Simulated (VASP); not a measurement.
Wanted: the native input for a VASP 6.6.1 run.

```yaml
Task: single point
Functional: PBEsol
Potentials_or_basis: VASP PAW PBE potentials, release 64 (Pt)
Cutoff: 520 eV
k_mesh: 11 × 11 × 6
Occupations: methfessel-paxton, width 0.1 eV
Spin: no spin polarisation
Dipole_correction: no
Further_INCAR_settings: ALGO = Normal; EDIFF = 1e-06; NBANDS = 17
```

The structure of Pt lies in POSCAR:

```
Pt
1.0
    2.7213607833     -0.0000028456      0.0000000000
   -1.3606779273      2.3567689940      0.0000000000
    0.0000000000      0.0000000000      4.7238951447
Pt
2
Direct
    0.6666666667      0.3333333333      0.7500000000
    0.3333333333      0.6666666667      0.2500000000
```

These files were run (other wordings do the same):

INCAR

```
PREC = Accurate ; ENCUT = 520
EDIFF = 1E-6 ; ISMEAR = 1
SIGMA = 0.1 ; LREAL = F
LASPH = T ; NELM = 100
ALGO = Normal ; ISIF = 2
LWAVE = F ; LCHARG = F
GGA = PS ; NBANDS = 17
```

KPOINTS

```
regular mesh
0
Gamma
  11 11 6
```

Potentials or basis: VASP PAW PBE potentials, release 64 (Pt).

Run with:

```bash
$ cat potpaw_PBE.64/Pt/POTCAR > POTCAR
$ mpirun -np 1 vasp_std > vasp.out
```

Results of the run:

| Item | Value |
| --- | --- |
| Pressure | -0.4 GPa |
| Band gap on the k mesh | zero (band 10 reaches 11.42 eV, above the bottom of band 11 at 10.15 eV) |

Caveat: the PAW data sets were made with another functional, which shifts forces and pressure a little; spin-orbit coupling is left out, which moves the levels of the heavy elements.

It took 19 s on 1 thread of Intel Xeon 6975P-C, on a shared host, peak memory 0.16 GiB.
